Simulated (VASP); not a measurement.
# Ru (P6_3/mmc) in VASP: notebook

Aim: see how the results for Ru move with the level of theory and the settings. Levels: revPBE+D4, PBE+D3(BJ). Tasks: relaxation of cell and atoms, single point.

All numbers are computed with VASP 6.6.1; they aren't measurements. Logs are shortened: lines on timing, memory, paths and dates and some standing lists are left out, and cuts for length are marked.

**1. The cell of the first run**

Symmetry: P6_3/mmc, No. 194, hexagonal system. The conventional cell has a = 2.706 Å, b = 2.706 Å, c = 4.282 Å, α = 90.00°, β = 90.00°, γ = 120.00°. Ru (site symmetry -6m2) has 12 Ru at 2.65 to 2.71 Å within 3.5 Å.

**2. Relaxation of cell and atoms, revPBE+D4**

INCAR reads:

```
  ALGO = Normal
  EDIFF = 1E-7
  EDIFFG = -0.01
  ENCUT = 600
  GGA = RE
  IBRION = 2
  ISIF = 3
  ISMEAR = -1
  IVDW = 13
  LASPH = T
  LCHARG = F
  LREAL = F
  LWAVE = F
  NELM = 80
  NSW = 80
  PREC = Accurate
  SIGMA = 0.05
```

KPOINTS reads:

```
k-points
0
Gamma
  11 11 6
```

POSCAR reads:

```
Ru
1.0
    2.7058000000      0.0000000000      0.0000000000
   -1.3529000000      2.3432915376      0.0000000000
    0.0000000000      0.0000000000      4.2819000000
Ru
2
Direct
    0.6666666667      0.3333333333      0.7500000000
    0.3333333333      0.6666666667      0.2500000000
```

Potentials or basis: VASP PAW PBE potentials, release 64 (Ru_pv).

Run with:

```console
> cat potpaw_PBE.64/Ru_pv/POTCAR > POTCAR
> mpirun -np 1 vasp_std > vasp.out
```

OUTCAR:

```text
EDIFF = 1E-7
   EDIFFG = -0.01
   ENCUT = 600
   GGA = RE
   IBRION = 2
   ISIF = 3
   ISMEAR = -1
   IVDW = 13
   LASPH = T
   LREAL = F
   NELM = 80
   NSW = 80
   PREC = Accurate

 ion  position               nearest neighbor table
   1  0.667  0.333  0.750-   2 2.65   2 2.65   2 2.65   2 2.65   2 2.65   2 2.65
   2  0.333  0.667  0.250-   1 2.65   1 2.65   1 2.65   1 2.65   1 2.65   1 2.65

  LATTYP: Found a hexagonal cell.
 ALAT       =     2.7058000000
 C/A-ratio  =     1.5824894671

  Lattice vectors:

 A1 = (   2.7058000000,   0.0000000000,   0.0000000000)
 A2 = (  -1.3529000000,   2.3432915376,   0.0000000000)
 A3 = (   0.0000000000,   0.0000000000,   4.2819000000)

Analysis of symmetry for initial positions (statically):
=====================================================================
 Subroutine PRICEL returns:
 Original cell was already a primitive cell.

 Routine SETGRP: Setting up the symmetry group for a
 hexagonal supercell.

 Subroutine GETGRP returns: Found 24 space group operations
 (whereof 12 operations were pure point group operations)
 out of a pool of 24 trial point group operations.

The static configuration has the point symmetry D_3d.
 The point group associated with its full space group is D_6h.

Analysis of symmetry for dynamics (positions and initial velocities):
=====================================================================
 Subroutine PRICEL returns:
 Original cell was already a primitive cell.

 Routine SETGRP: Setting up the symmetry group for a
 hexagonal supercell.

 Subroutine GETGRP returns: Found 24 space group operations
 (whereof 12 operations were pure point group operations)
 out of a pool of 24 trial point group operations.

The dynamic configuration has the point symmetry D_3d.
 The point group associated with its full space group is D_6h.

 Subroutine INISYM returns: Found 24 space group operations
 (whereof 12 operations are pure point group operations),
 and found     1 'primitive' translations

----------------------------------------------------------------------------------------

                                     Primitive cell

  volume of cell :      27.1493

  direct lattice vectors                    reciprocal lattice vectors
     2.705800000  0.000000000  0.000000000     0.369576465  0.213375072  0.000000000
    -1.352900000  2.343291538  0.000000000     0.000000000  0.426750144  0.000000000
     0.000000000  0.000000000  4.281900000     0.000000000  0.000000000  0.233541185

  length of vectors
     2.705800000  2.705800000  4.281900000     0.426750144  0.426750144  0.233541185

  position of ions in fractional coordinates (direct lattice)
     0.666666667  0.333333333  0.750000000
     0.333333333  0.666666667  0.250000000

  ion indices of the primitive-cell ions
   primitive index   ion index
                 1           1
                 2           2

----------------------------------------------------------------------------------------

 KPOINTS: k-points

Automatic generation of k-mesh.
 Grid dimensions read from file:
 generate k-points for:   11   11    6

 Generating k-lattice:

  Cartesian coordinates                     Fractional coordinates (reciprocal lattice)
     0.033597860  0.019397734  0.000000000     0.090909091  0.000000000  0.000000000
     0.000000000  0.038795468  0.000000000     0.000000000  0.090909091  0.000000000
     0.000000000  0.000000000  0.038923531     0.000000000  0.000000000  0.166666667

  Length of vectors
     0.038795468  0.038795468  0.038923531

  Shift w.r.t. Gamma in fractional coordinates (k-lattice)
     0.000000000  0.000000000  0.000000000

 Subroutine IBZKPT returns following result:
 ===========================================

 Found     64 irreducible k-points:

 Following reciprocal coordinates:
            Coordinates               Weight
  0.000000  0.000000  0.000000      1.000000
  0.090909  0.000000  0.000000      6.000000
  0.181818  0.000000  0.000000      6.000000
  0.272727  0.000000  0.000000      6.000000
  0.363636  0.000000  0.000000      6.000000
  0.454545  0.000000  0.000000      6.000000
[... 16 lines left out ...]
  0.090909  0.090909  0.166667     12.000000
  0.181818  0.090909  0.166667     24.000000
 [... further k-points ...]
   k-points           NKPTS =     64   k-points in BZ     NKDIM =     64   number of bands    NBANDS=     18
   number of dos      NEDOS =    301   number of ions     NIONS =      2
   total plane-waves  NPLWV =  20736
   dimension x,y,z NGX =    24 NGY =   24 NGZ =   36
   dimension x,y,z NGXF=    48 NGYF=   48 NGZF=   72
   ions per type =               2
   NGX,Y,Z   is equivalent  to a cutoff of  14.75, 14.75, 13.98 a.u.
   NGXF,Y,Z  is equivalent  to a cutoff of  29.49, 29.49, 27.95 a.u.
 SYSTEM =  unknown system
   PREC   = accura    normal or accurate (medium, high low for compatibility)
   ISTART =      0    job   : 0-new  1-cont  2-samecut
   ICHARG =      2    charge: 1-file 2-atom 10-const
   ISPIN  =      1    spin polarized calculation?
   LNONCOLLINEAR =      F non collinear calculations
   LSORBIT =      F    spin-orbit coupling
   LASPH  =      T    aspherical Exc in radial PAW
   ENCUT  =  600.0 eV  44.10 Ry    6.64 a.u.   5.40  5.40  8.55*2*pi/ulx,y,z
   NELM   =     80;   NELMIN=  2; NELMDL= -5     # of ELM steps
   EDIFF  = 0.1E-06   stopping-criterion for ELM
   LREAL  =      F    real-space projection
   EDIFFG = -.1E-01   stopping-criterion for IOM
   NSW    =     80    number of steps for IOM
   IBRION =      2    ionic relax: 0-MD 1-quasi-New 2-CG
   NFREE  =      1    steps in history (QN), initial steepest desc. (CG)
   ISIF   =      3    stress and relaxation
   ISYM   =      2    0-nonsym 1-usesym 2-fastsym
   POTIM  = 0.5000    time-step for ionic-motion
   TEBEG  =    0.0;   TEEND  =   0.0 temperature during run
   PSTRESS=    0.0 pullay stress
   NELECT =      28.0000    total number of electrons
   NUPDOWN=      -1.0000    fix difference up-down
   EMIN   =  10.00;   EMAX   =-10.00  energy-range for DOS
   EFERMI =   0.00;   METHOD = LEGACY
   ISMEAR =    -1;   SIGMA  =   0.05  broadening in eV -4-tet -1-fermi 0-gaus
   EFERMI_NEDOS =   21; number of points for ismear=-14 and -15
   IALGO  =     38    algorithm
   IMIX   =      4    mixing-type and parameters
     AMIX     =   0.40;   BMIX     =  1.00
     AMIX_MAG =   1.60;   BMIX_MAG =  1.00
  volume/ion in A,a.u.               =      13.57        91.61
  Fermi-wavevector in a.u.,A,eV,Ry     =   1.654022  3.125649 37.222674  2.735789
  Thomas-Fermi vector in A             =   2.742361
   LORBIT       =      0    0 simple, 1 ext, 2 COOP (PROOUT), +10 PAW based schemes
   GGA     = RE    functional components
   LHFCALC =     F    Hartree Fock is set to
   AEXX    =    0.0000 exact exchange contribution
   IVDW    =    13    specifies the selected vdW correction
   LEPSILON=     F    determine dielectric tensor
   LRPA    =     F    only Hartree local field effects (RPA)
 conjugate gradient relaxation of ions
 non-spin polarized calculation
  energy-cutoff  :      600.00
  volume of cell :       27.15
 maximum number of plane-waves:       935
 NGX is ok and might be reduce to    24
   NGX = 11   NGY = 11   NGZ = 17

--------------------------------------- Ionic step        1  -------------------------------------------

 number of electron      28.0000002 magnetization

 Free energy of the ion-electron system (eV)
  ---------------------------------------------------
  ext. energy  EPLUGINS =         0.00000000
  ---------------------------------------------------
  free energy    TOTEN  =       -17.43119227 eV

  energy without entropy =      -17.41440282  energy(sigma->0) =      -17.42279754

------------------------ aborting loop because EDIFF is reached ----------------------------------------

  DFT-D4 for vdW energy calculation

  Edisp (eV):   -1.71055

  FORCE on cell =-STRESS in cart. coord.  units (eV):
  Direction    XX          YY          ZZ          XY          YZ          ZX
  --------------------------------------------------------------------------------------
  -------------------------------------------------------------------------------------
  Total      -0.38729    -0.38729    -0.38273    -0.00000     0.00000    -0.00000
  in kB     -22.85533   -22.85533   -22.58608    -0.00000     0.00000    -0.00000
  external pressure =      -22.77 kB  Pullay stress =        0.00 kB
[... 61 lines left out ...]
  energy  without entropy=      -19.1145158436  energy(sigma->0) =      -19.12255760

--------------------------------------- Ionic step        3  -------------------------------------------

 number of electron      28.0000000 magnetization

 Free energy of the ion-electron system (eV)
  ---------------------------------------------------
  ext. energy  EPLUGINS =         0.00000000
  ---------------------------------------------------
  free energy    TOTEN  =       -17.42076960 eV

  energy without entropy =      -17.40415531  energy(sigma->0) =      -17.41246246

 E-fermi :  12.9577     XC(G=0): -14.1114

 val. band max:       12.9375032849   @ k =   0.2727   0.0000   0.0000
 cond. band min:      12.9732591523   @ k =   0.2727   0.1818   0.1667
 fundamental gap:      0.0357558674
 Fermi energy:        12.9576874648

 k-point     1 :       0.0000    0.0000    0.0000
  band No.  band energies     occupation
      1     -30.6535      2.00000
      2     -29.6999      2.00000
      3     -29.6999      2.00000
      4     -29.5261      2.00000
      5     -29.5261      2.00000
      6     -29.4840      2.00000
[... 10 lines left out ...]
     17      14.2174      0.00000
     18      14.3350      0.00000
[... 466 lines left out ...]
      2     -30.0023      2.00000
      3     -29.9529      2.00000
      4     -29.7939      2.00000
      5     -29.6203      2.00000
      6     -29.5861      2.00000
[... 10 lines left out ...]
     17      14.5429      0.00000
     18      18.7150      0.00000

 [... further k-points ...]

------------------------ aborting loop because EDIFF is reached ----------------------------------------

  DFT-D4 for vdW energy calculation

  Edisp (eV):   -1.72234

  FORCE on cell =-STRESS in cart. coord.  units (eV):
  Direction    XX          YY          ZZ          XY          YZ          ZX
  --------------------------------------------------------------------------------------
  -------------------------------------------------------------------------------------
  Total      -0.01123    -0.01123     0.01650    -0.00000     0.00000     0.00000
  in kB      -0.66728    -0.66728     0.98081    -0.00000     0.00000     0.00000
  external pressure =       -0.12 kB  Pullay stress =        0.00 kB
[... 17 lines left out ...]
  FREE ENERGIE OF THE ION-ELECTRON SYSTEM (eV)
  ---------------------------------------------------
  free  energy   TOTEN  =       -19.1431130438 eV

  energy  without entropy=      -19.1264987605  energy(sigma->0) =      -19.13480590

 reached required accuracy - stopping structural energy minimisation
```

It took 32 s on 1 thread of Intel Xeon 6975P-C (Granite Rapids), shared host; peak memory 0.18 GiB.

Results:

```
Free energy                            : -19.1431 eV
Relaxed volume                         : 13.48 Å³/atom
Relaxed cell                           : a = 2.699 Å, b = 2.699 Å, c = 4.272 Å, α = 90.00°, β = 90.00°, γ = 120.00°
Space group after relaxing (to 0.05 Å) : P6_3/mmc (No. 194)
Energy gained by relaxing              : 0.7 meV/atom
Ionic steps                            : 3
Pressure after relaxing                : 0.0 GPa
Band gap on the k mesh                 : zero (band 14 reaches 14.53 eV, above the bottom of band 15 at 11.44 eV)
Dispersion energy per atom             : -0.861 eV
```

The path:
| step | energy change (eV) | largest force (eV/Å) | pressure (GPa) | volume (Å³) |
| --- | --- | --- | --- | --- |
| 1 | 0.0000 | 0.0000 | -2.28 | 27.15 |
| 2 | 0.0111 | 0.0000 | 7.31 | 26.40 |
| 3 | -0.0014 | 0.0000 | -0.01 | 26.96 |

Final structure:
```xyz
2
Lattice="2.6995 0.0000 0.0000 -1.3497 2.3378 0.0000 0.0000 0.0000 4.2720" Properties=species:S:1:pos:R:3 pbc="T T T"
Ru    1.3497    0.7793    3.2040
Ru    0.0000    1.5585    1.0680
```

Levels at points of the mesh, in eV from the Fermi level:
```tsv
k point	band 10	band 11	band 12	band 13	band 14	band 15	band 16	band 17	band 18
(0.00, 0.00, 0.00)	-2.55	-2.38	-1.86	-1.86	-1.34	-1.34	1.26	1.26	1.38
(0.00, 0.00, 0.50)	-2.72	-2.72	-2.72	-2.66	-2.66	0.62	0.62	0.62	0.62
```

Caveat: the PAW data sets were made with another functional, which shifts forces and pressure a little; pairwise dispersion overbinds metals, which lowers pressure and volume.

**3. Single point, PBE+D3(BJ), non-collinear spin, zero start, spin-orbit coupling (volume scaled by 0.94)**

INCAR reads:

```
  PREC = Accurate
  ENCUT = 520
  EDIFF = 1E-6
  ISMEAR = -1
  SIGMA = 0.02
  LREAL = F
  LASPH = T
  NELM = 150
  ALGO = Normal
  ISIF = 2
  LWAVE = F
  LCHARG = T
  MAGMOM = 0 0 0 0 0 0
  LORBIT = 11
  LSORBIT = T
  GGA_COMPAT = F
  LORBMOM = T
  LMAXMIX = 4
  GGA = PE
  IVDW = 12
  LVHAR = T
  NBANDS = 40
```

KPOINTS reads:

```
regular mesh
0
Gamma
  8 8 5
```

POSCAR reads:

```
Ru
1.0
    2.6505640930      0.0000000000      0.0000000000
   -1.3252820465      2.2954558389      0.0000000000
    0.0000000000      0.0000000000      4.1944897589
Ru
2
Direct
    0.6666666667      0.3333333333      0.7500000000
    0.3333333333      0.6666666667      0.2500000000
```

Potentials or basis: VASP PAW PBE potentials, release 64 (Ru_pv).

Run with:

```console
> cat potpaw_PBE.64/Ru_pv/POTCAR > POTCAR
> mpirun -np 1 vasp_ncl > vasp.out
```

Wall time 26 s (1 thread of Intel Xeon 6975P-C (Granite Rapids), shared host); peak memory 0.22 GiB.

It converged, with:

* Free energy: -19.9400 eV
* Pressure: 19.4 GPa
* Net moment: 0.00 μB per cell
* Valence electrons inside the program's atomic spheres: Ru 12.82
* Dispersion energy per atom: -0.666 eV

Stress tensor (GPa, compression positive):
```
19.35  0.00  0.00
 0.00 19.35  0.00
 0.00  0.00 19.62
```

Moments on the atoms (μB; x, y, z):
```
Ru  0.00 0.00 0.00
Ru  0.00 0.00 0.00
```

Caveat: the cell differs from its parent crystal (volume scaled by 0.94).

**4. Single point, PBE+D3(BJ), non-collinear spin, zero start, spin-orbit coupling (volume scaled by 0.96)**

INCAR reads:

```
PREC = Accurate ; ENCUT = 520
EDIFF = 1E-6 ; ISMEAR = -1
SIGMA = 0.02 ; LREAL = F
LASPH = T ; NELM = 150
ALGO = Normal ; ISIF = 2
LWAVE = F ; LCHARG = T
MAGMOM = 0 0 0 0 0 0 ; LORBIT = 11
LSORBIT = T ; GGA_COMPAT = F
LORBMOM = T ; LMAXMIX = 4
GGA = PE ; IVDW = 12
LVHAR = T ; NBANDS = 40
```

KPOINTS reads:

```
Automatic mesh
0
Gamma
  8 8 5
```

POSCAR reads:

```
Ru
1.0
    2.6692306523      0.0000000000      0.0000000000
   -1.3346153261      2.3116215535      0.0000000000
    0.0000000000      0.0000000000      4.2240293924
Ru
2
Direct
    0.6666666667      0.3333333333      0.7500000000
    0.3333333333      0.6666666667      0.2500000000
```

Run with:

```console
> cat potpaw_PBE.64/Ru_pv/POTCAR > POTCAR
> mpirun -np 1 vasp_ncl > vasp.out
```

Run time: 27 s. Hardware: 1 thread of Intel Xeon 6975P-C (Granite Rapids), shared host; peak memory 0.22 GiB.

It converged, with:

| Quantity | Value |
| --- | --- |
| Free energy | -19.9915 eV |
| Pressure | 10.9 GPa |
| Net moment | 0.00 μB per cell |
| Valence electrons inside the program's atomic spheres | Ru 12.77 |
| Dispersion energy per atom | -0.651 eV |

Stress tensor (GPa, compression positive):
```
10.94  0.00  0.00
 0.00 10.94  0.00
 0.00  0.00 10.79
```

Moments on the atoms (μB; x, y, z):
```
Ru  0.00 0.00 0.00
Ru  0.00 0.00 0.00
```

Caveat: the cell differs from its parent crystal (volume scaled by 0.96).

**5. Single point, PBE+D3(BJ), non-collinear spin, zero start, spin-orbit coupling (volume scaled by 0.98)**

INCAR reads:

```
SYSTEM = Ru
PREC     = Accurate       ! precision mode
ENCUT    = 520            ! plane-wave cutoff, eV
EDIFF    = 1E-6           ! SCF threshold, eV
ISMEAR   = -1             ! smearing method
SIGMA    = 0.02           ! smearing width, eV
LREAL    = .FALSE.        ! projectors in reciprocal space
LASPH    = .TRUE.         ! aspherical terms in the spheres
NELM     = 150            ! most SCF steps
ALGO     = Normal         ! electronic algorithm
ISIF     = 2              ! what is computed and relaxed
LWAVE    = .FALSE.        ! write WAVECAR
LCHARG   = .FALSE.        ! write CHGCAR
MAGMOM   = 0 0 0 0 0 0    ! initial moments
LORBIT   = 11             ! projections on sites
LSORBIT  = .TRUE.         ! spin-orbit coupling
GGA_COMPAT= .FALSE.      
LORBMOM  = .TRUE.       
LMAXMIX  = 4              ! l up to which the mixer works
GGA      = PE             ! functional
IVDW     = 12             ! dispersion correction
NBANDS   = 40             ! bands
```

KPOINTS reads:

```
regular mesh
0
G
  8 8 5
  0 0 0
```

POSCAR reads:

```
Ru
1.0
    2.6876397213      0.0000000000      0.0000000000
   -1.3438198606      2.3275642749      0.0000000000
    0.0000000000      0.0000000000      4.2531615502
Ru
2
Direct
    0.6666666667      0.3333333333      0.7500000000
    0.3333333333      0.6666666667      0.2500000000
```

Run with:

```console
> cat potpaw_PBE.64/Ru_pv/POTCAR > POTCAR
> mpirun -np 1 vasp_ncl > vasp.out
```

Wall time 26 s (1 thread of Intel Xeon 6975P-C (Granite Rapids), shared host); peak memory 0.22 GiB.

The run converged. Its results:

```
Free energy                                           : -20.0158 eV
Pressure                                              : 3.3 GPa
Net moment                                            : 0.00 μB per cell
Valence electrons inside the program's atomic spheres : Ru 12.72
Dispersion energy per atom                            : -0.637 eV
```

Stress tensor (GPa, compression positive):
```
3.47 0.00 0.00
0.00 3.47 0.00
0.00 0.00 2.93
```

Moments on the atoms (μB; x, y, z):
```
Ru  0.00 0.00 0.00
Ru  0.00 0.00 0.00
```

Caveat: the cell differs from its parent crystal (volume scaled by 0.98).

**6. Summary**

```tsv
task	level	spin	cell	k mesh	cutoff (eV)	smearing	pressure (GPa)	moment (μB)
relaxation of cell and atoms	revPBE+D4	off	relaxed from a = 2.706, b = 2.706, c = 4.282 Å, angles 90.0, 90.0, 120.0°, 2 atoms	11 × 11 × 6	600	fermi-dirac 0.05 eV	0.0	-
single point	PBE+D3(BJ)	non-collinear, zero start, SOC	a = 2.651, b = 2.651, c = 4.194 Å, angles 90.0, 90.0, 120.0°, 2 atoms	8 × 8 × 5	520	fermi-dirac 0.02 eV	19.4	0.00
single point	PBE+D3(BJ)	non-collinear, zero start, SOC	a = 2.669, b = 2.669, c = 4.224 Å, angles 90.0, 90.0, 120.0°, 2 atoms	8 × 8 × 5	520	fermi-dirac 0.02 eV	10.9	0.00
single point	PBE+D3(BJ)	non-collinear, zero start, SOC	a = 2.688, b = 2.688, c = 4.253 Å, angles 90.0, 90.0, 120.0°, 2 atoms	8 × 8 × 5	520	fermi-dirac 0.02 eV	3.3	0.00
```

Alike in all rows: potentials or basis VASP PAW PBE potentials, release 64 (Ru_pv).

Caveats: the PAW data sets were made with another functional, which shifts forces and pressure a little (some runs); pairwise dispersion overbinds metals, which lowers pressure and volume (some runs).

Total energies depend on the potentials used, so only differences within one code and one set of settings carry meaning.
